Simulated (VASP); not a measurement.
# Ru (P6_3/mmc) in VASP: notebook, part 2 of 2

VASP 6.6.1. Earlier steps stand in the parts before.

## (3) Single point, PBEsol (volume 13.747 Å^3 an atom, c/a of the conventional cell 1.6066)

INCAR

```
SYSTEM = Ru
ALGO = Fast
EDIFF = 1E-6
ENCUT = 520
GGA = PS
ISIF = 2
ISMEAR = 0
LASPH = .TRUE.
LCHARG = .FALSE.
LREAL = .FALSE.
LWAVE = .FALSE.
NBANDS = 21
NELM = 100
PREC = Accurate
SIGMA = 0.15
```

KPOINTS

```
k-points
0
G
  21 21 12
  0 0 0
```

POSCAR

```
Ru
1.0
    2.7035423561      0.0000000000      0.0000000000
   -1.3517711780      2.3413363606      0.0000000000
    0.0000000000      0.0000000000      4.3435111493
Ru
2
Direct
    0.3333333333      0.6666666667      0.2500000000
    0.6666666667      0.3333333333      0.7500000000
```

Potentials or basis: VASP PAW PBE potentials, release 64 (Ru_pv).

Launch:

```bash
$ cat potpaw_PBE.64/Ru_pv/POTCAR > POTCAR
$ mpirun -np 1 vasp_std > vasp.out
```

OUTCAR:

```text
SYSTEM = Ru
   EDIFF = 1E-6
   ENCUT = 520
   GGA = PS
   ISIF = 2
   ISMEAR = 0
   LASPH = .TRUE.
   LREAL = .FALSE.
   NELM = 100
   PREC = Accurate

 ion  position               nearest neighbor table
   1  0.333  0.667  0.250-   2 2.67   2 2.67   2 2.67   2 2.67   2 2.67   2 2.67
   2  0.667  0.333  0.750-   1 2.67   1 2.67   1 2.67   1 2.67   1 2.67   1 2.67

  LATTYP: Found a hexagonal cell.
 ALAT       =     2.7035423561
 C/A-ratio  =     1.6066000000

  Lattice vectors:

 A1 = (   2.7035423561,   0.0000000000,   0.0000000000)
 A2 = (  -1.3517711780,   2.3413363606,   0.0000000000)
 A3 = (   0.0000000000,   0.0000000000,   4.3435111493)

Analysis of symmetry for initial positions (statically):
=====================================================================
 Subroutine PRICEL returns:
 Original cell was already a primitive cell.

 Routine SETGRP: Setting up the symmetry group for a
 hexagonal supercell.

 Subroutine GETGRP returns: Found 24 space group operations
 (whereof 12 operations were pure point group operations)
 out of a pool of 24 trial point group operations.

The static configuration has the point symmetry D_3d.
 The point group associated with its full space group is D_6h.

Analysis of symmetry for dynamics (positions and initial velocities):
=====================================================================
 Subroutine PRICEL returns:
 Original cell was already a primitive cell.

 Routine SETGRP: Setting up the symmetry group for a
 hexagonal supercell.

 Subroutine GETGRP returns: Found 24 space group operations
 (whereof 12 operations were pure point group operations)
 out of a pool of 24 trial point group operations.

The dynamic configuration has the point symmetry D_3d.
 The point group associated with its full space group is D_6h.

 Subroutine INISYM returns: Found 24 space group operations
 (whereof 12 operations are pure point group operations),
 and found     1 'primitive' translations

----------------------------------------------------------------------------------------

                                     Primitive cell

  volume of cell :      27.4940

  direct lattice vectors                    reciprocal lattice vectors
     2.703542356  0.000000000  0.000000000     0.369885087  0.213553255  0.000000000
    -1.351771178  2.341336361  0.000000000     0.000000000  0.427106509  0.000000000
     0.000000000  0.000000000  4.343511149     0.000000000  0.000000000  0.230228487

  length of vectors
     2.703542356  2.703542356  4.343511149     0.427106509  0.427106509  0.230228487

  position of ions in fractional coordinates (direct lattice)
     0.333333333  0.666666667  0.250000000
     0.666666667  0.333333333  0.750000000

  ion indices of the primitive-cell ions
   primitive index   ion index
                 1           1
                 2           2

----------------------------------------------------------------------------------------

 KPOINTS: k-points

Automatic generation of k-mesh.
 Grid dimensions read from file:
 generate k-points for:   21   21   12

 Generating k-lattice:

  Cartesian coordinates                     Fractional coordinates (reciprocal lattice)
     0.017613576  0.010169203  0.000000000     0.047619048  0.000000000  0.000000000
     0.000000000  0.020338405  0.000000000     0.000000000  0.047619048  0.000000000
     0.000000000  0.000000000  0.019185707     0.000000000  0.000000000  0.083333333

  Length of vectors
     0.020338405  0.020338405  0.019185707

  Shift w.r.t. Gamma in fractional coordinates (k-lattice)
     0.000000000  0.000000000  0.000000000

 Subroutine IBZKPT returns following result:
 ===========================================

 Found    336 irreducible k-points:

 Following reciprocal coordinates:
            Coordinates               Weight
  0.000000  0.000000  0.000000      1.000000
  0.047619  0.000000  0.000000      6.000000
  0.095238 -0.000000  0.000000      6.000000
  0.142857  0.000000  0.000000      6.000000
  0.190476 -0.000000  0.000000      6.000000
  0.238095 -0.000000  0.000000      6.000000
[... 16 lines left out ...]
  0.142857  0.095238  0.000000     12.000000
  0.190476  0.095238  0.000000     12.000000
 [... further k-points ...]
   k-points           NKPTS =    336   k-points in BZ     NKDIM =    336   number of bands    NBANDS=     21
   number of dos      NEDOS =    301   number of ions     NIONS =      2
   total plane-waves  NPLWV =  12800
   dimension x,y,z NGX =    20 NGY =   20 NGZ =   32
   dimension x,y,z NGXF=    40 NGYF=   40 NGZF=   64
   ions per type =               2
   NGX,Y,Z   is equivalent  to a cutoff of  12.30, 12.30, 12.25 a.u.
   NGXF,Y,Z  is equivalent  to a cutoff of  24.60, 24.60, 24.50 a.u.
 SYSTEM =  Ru
   PREC   = accura    normal or accurate (medium, high low for compatibility)
   ISTART =      0    job   : 0-new  1-cont  2-samecut
   ICHARG =      2    charge: 1-file 2-atom 10-const
   ISPIN  =      1    spin polarized calculation?
   LNONCOLLINEAR =      F non collinear calculations
   LSORBIT =      F    spin-orbit coupling
   LASPH  =      T    aspherical Exc in radial PAW
   ENCUT  =  520.0 eV  38.22 Ry    6.18 a.u.   5.03  5.03  8.08*2*pi/ulx,y,z
   NELM   =    100;   NELMIN=  2; NELMDL= -5     # of ELM steps
   EDIFF  = 0.1E-05   stopping-criterion for ELM
   LREAL  =      F    real-space projection
   EDIFFG = 0.1E-04   stopping-criterion for IOM
   NSW    =      0    number of steps for IOM
   IBRION =     -1    ionic relax: 0-MD 1-quasi-New 2-CG
   NFREE  =      0    steps in history (QN), initial steepest desc. (CG)
   ISIF   =      2    stress and relaxation
   ISYM   =      2    0-nonsym 1-usesym 2-fastsym
   POTIM  = 0.5000    time-step for ionic-motion
   TEBEG  =    0.0;   TEEND  =   0.0 temperature during run
   PSTRESS=    0.0 pullay stress
   NELECT =      28.0000    total number of electrons
   NUPDOWN=      -1.0000    fix difference up-down
   EMIN   =  10.00;   EMAX   =-10.00  energy-range for DOS
   EFERMI =   0.00;   METHOD = LEGACY
   ISMEAR =     0;   SIGMA  =   0.15  broadening in eV -4-tet -1-fermi 0-gaus
   EFERMI_NEDOS =   21; number of points for ismear=-14 and -15
   IALGO  =     68    algorithm
   IMIX   =      4    mixing-type and parameters
     AMIX     =   0.40;   BMIX     =  1.00
     AMIX_MAG =   1.60;   BMIX_MAG =  1.00
  volume/ion in A,a.u.               =      13.75        92.77
  Fermi-wavevector in a.u.,A,eV,Ry     =   1.647081  3.112531 36.910901  2.712875
  Thomas-Fermi vector in A             =   2.736600
   LORBIT       =      0    0 simple, 1 ext, 2 COOP (PROOUT), +10 PAW based schemes
   GGA     = PS    functional components
   LHFCALC =     F    Hartree Fock is set to
   AEXX    =    0.0000 exact exchange contribution
   IVDW    =     0    specifies the selected vdW correction
   LEPSILON=     F    determine dielectric tensor
   LRPA    =     F    only Hartree local field effects (RPA)
 non-spin polarized calculation
 RMM-DIIS sequential band-by-band and
 Gauss-broadening in eV      SIGMA  =   0.15
  energy-cutoff  :      520.00
  volume of cell :       27.49
 maximum number of plane-waves:       764
 NGX is ok and might be reduce to    20
   NGX =  9   NGY =  9   NGZ = 17

 number of electron      28.0000015 magnetization

 Free energy of the ion-electron system (eV)
  ---------------------------------------------------
  ext. energy  EPLUGINS =         0.00000000
  ---------------------------------------------------
  free energy    TOTEN  =       -20.31393960 eV

  energy without entropy =      -20.29427519  energy(sigma->0) =      -20.30410740

 E-fermi :  12.4819     XC(G=0): -14.2044

 val. band max:       12.4815528857   @ k =   0.3810   0.0476   0.3333
 cond. band min:      12.4857756627   @ k =   0.2381   0.0476   0.2500
 fundamental gap:      0.0042227770
 Fermi energy:        12.4819410116

 k-point     1 :       0.0000    0.0000    0.0000
  band No.  band energies     occupation
      1     -31.0600      2.00000
      2     -30.1604      2.00000
      3     -30.1604      2.00000
      4     -30.0086      2.00000
      5     -30.0086      2.00000
      6     -29.9920      2.00000
[... 13 lines left out ...]
     20      22.7671      0.00000
     21      22.7949      0.00000
[... 529 lines left out ...]
 k-point    24 :       0.1905    0.0952    0.0000
  band No.  band energies     occupation
      1     -30.8714      2.00000
      2     -30.5141      2.00000
      3     -30.4249      2.00000
      4     -30.2575      2.00000
      5     -30.0947      2.00000
      6     -30.0814      2.00000
[... 13 lines left out ...]
     20      22.7667      0.00000
     21      22.7804      0.00000

 [... further k-points ...]

------------------------ aborting loop because EDIFF is reached ----------------------------------------

  FORCE on cell =-STRESS in cart. coord.  units (eV):
  Direction    XX          YY          ZZ          XY          YZ          ZX
  --------------------------------------------------------------------------------------
  -------------------------------------------------------------------------------------
  Total       -1.2914775     -1.2914775     -2.7261232     -0.0000000      0.0000000      0.0000000
  in kB      -75.2591837    -75.2591837   -158.8613061     -0.0000000      0.0000000      0.0000000
  external PRESSURE =    -103.1265579 kB  Pullay stress =       0.0000000 kB

 VOLUME and BASIS-vectors are now :
 -----------------------------------------------------------------------------
  energy-cutoff  :      520.00
  volume of cell :       27.49
      direct lattice vectors                 reciprocal lattice vectors
     2.703542356  0.000000000  0.000000000     0.369885087  0.213553255  0.000000000
    -1.351771178  2.341336361  0.000000000     0.000000000  0.427106509  0.000000000
     0.000000000  0.000000000  4.343511149     0.000000000  0.000000000  0.230228487

 POSITION                                       TOTAL-FORCE (eV/Angst)
 -----------------------------------------------------------------------------------
     -0.00000      1.56089      1.08588        -0.000000     -0.000000      0.000000
      1.35177      0.78045      3.25763         0.000000      0.000000      0.000000
 -----------------------------------------------------------------------------------
    total drift:                               -0.000000      0.000000     -0.000000

  FREE ENERGIE OF THE ION-ELECTRON SYSTEM (eV)
  ---------------------------------------------------
  free  energy   TOTEN  =       -20.3139396029 eV

  energy  without entropy=      -20.2942751907  energy(sigma->0) =      -20.30410740
```

OSZICAR:

```text
N       E                     dE             d eps       ncg     rms          rms(c)
DAV:   1     0.284118246526E+03    0.28412E+03   -0.17486E+04 14160   0.148E+03
DAV:   2    -0.161085122307E+02   -0.30023E+03   -0.29116E+03 14427   0.443E+02
DAV:   3    -0.219049665770E+02   -0.57965E+01   -0.57602E+01 16592   0.688E+01
DAV:   4    -0.219482575548E+02   -0.43291E-01   -0.43233E-01 17659   0.565E+00
DAV:   5    -0.219488419089E+02   -0.58435E-03   -0.58049E-03 16305   0.579E-01    0.188E+01
RMM:   6    -0.204155437331E+02    0.15333E+01   -0.33752E+00 14448   0.151E+01    0.448E+00
RMM:   7    -0.203231785299E+02    0.92365E-01   -0.40111E-01 15657   0.461E+00    0.859E-01
RMM:   8    -0.203155383367E+02    0.76402E-02   -0.22629E-02 16044   0.145E+00    0.477E-01
RMM:   9    -0.203139073476E+02    0.16310E-02   -0.29938E-03 16229   0.491E-01    0.691E-02
RMM:  10    -0.203139353746E+02   -0.28027E-04   -0.49102E-04 16679   0.206E-01    0.199E-02
RMM:  11    -0.203139398080E+02   -0.44334E-05   -0.80340E-05 17721   0.613E-02    0.959E-03
RMM:  12    -0.203139401449E+02   -0.33693E-06   -0.11180E-05 16178   0.245E-02    0.474E-03
RMM:  13    -0.203139396029E+02    0.54200E-06   -0.22020E-06 11739   0.122E-02
   1 F= -.20313940E+02 E0= -.20304107E+02  d E =-.196644E-01
```

Run time: 87 s. Hardware: 1 thread of Intel Xeon Platinum 8375C at 2.90GHz (Ice Lake), shared host; peak memory 0.26 GiB.

What came out:

```
Free energy            : -20.3139 eV
Pressure               : -10.3 GPa
Band gap on the k mesh : zero (band 14 reaches 14.05 eV, above the bottom of band 15 at 11.00 eV)
```

Caveat: the PAW data sets were made with another functional, which shifts forces and pressure a little.

## (4) Single point, PBEsol (volume 13.747 Å^3 an atom, c/a of the conventional cell 1.5810)

INCAR

```
PREC = Accurate ; ENCUT = 520
EDIFF = 1E-6 ; ISMEAR = 0
SIGMA = 0.15 ; LREAL = F
LASPH = T ; NELM = 60
ALGO = Fast ; ISIF = 2
LWAVE = F ; LCHARG = T
GGA = PS ; LELF = T
LVHAR = T ; NBANDS = 21
```

KPOINTS

```
regular mesh
0
Gamma
  21 21 12
```

POSCAR

```
Ru
1.0
    2.7180589764      0.0000000000      0.0000000000
   -1.3590294882      2.3539081226      0.0000000000
    0.0000000000      0.0000000000      4.2972393606
Ru
2
Direct
    0.3333333333      0.6666666667      0.2500000000
    0.6666666667      0.3333333333      0.7500000000
```

Launch:

```bash
$ cat potpaw_PBE.64/Ru_pv/POTCAR > POTCAR
$ mpirun -np 1 vasp_std > vasp.out
```

It took 1.8 min on 1 thread of Intel Xeon Platinum 8375C at 2.90GHz (Ice Lake), shared host; peak memory 0.26 GiB.

Results (log left out):

```yaml
Free_energy: -20.3229 eV
Pressure: -10.2 GPa
Band_gap_on_the_k_mesh: zero (band 14 reaches 14.02 eV, above the bottom of band 15 at 10.89 eV)
```

Stress tensor (GPa, compression positive):
```
 -9.76   0.00   0.00
  0.00  -9.76   0.00
  0.00   0.00 -11.11
```

Levels at points of the mesh, in eV from the Fermi level:
```csv
k point,band 10,band 11,band 12,band 13,band 14,band 15,band 16,band 17,band 18,band 19
"(0.00, 0.00, 0.00)",-2.57,-2.39,-1.89,-1.89,-1.38,-1.38,1.16,1.16,1.22,10.07
"(0.00, 0.00, 0.50)",-2.73,-2.73,-2.73,-2.71,-2.71,0.53,0.53,0.53,0.53,10.28
```

Caveat: the PAW data sets were made with another functional, which shifts forces and pressure a little.

## (5) Overview

| cell | further INCAR settings | gap on the mesh (eV) | pressure (GPa) |
| --- | --- | --- | --- |
| a = 2.733, b = 2.733, c = 4.251 Å, angles 90.0, 90.0, 120.0°, 2 atoms | ALGO = Fast; EDIFF = 1e-07; NBANDS = 21 | none | -9.9 |
| a = 2.704, b = 2.704, c = 4.344 Å, angles 90.0, 90.0, 120.0°, 2 atoms | ALGO = Fast; EDIFF = 1e-06; NBANDS = 21 | none | -10.3 |
| a = 2.718, b = 2.718, c = 4.297 Å, angles 90.0, 90.0, 120.0°, 2 atoms | ALGO = Fast; EDIFF = 1e-06; NBANDS = 21 | none | -10.2 |

Alike in all rows: task single point; level PBEsol; potentials or basis VASP PAW PBE potentials, release 64 (Ru_pv); no spin polarisation; k mesh 21 × 21 × 12; cutoff (eV) 520; smearing gaussian 0.15 eV.

Caveats: the PAW data sets were made with another functional, which shifts forces and pressure a little.

Total energies depend on the potentials used, so only differences within one code and one set of settings carry meaning.
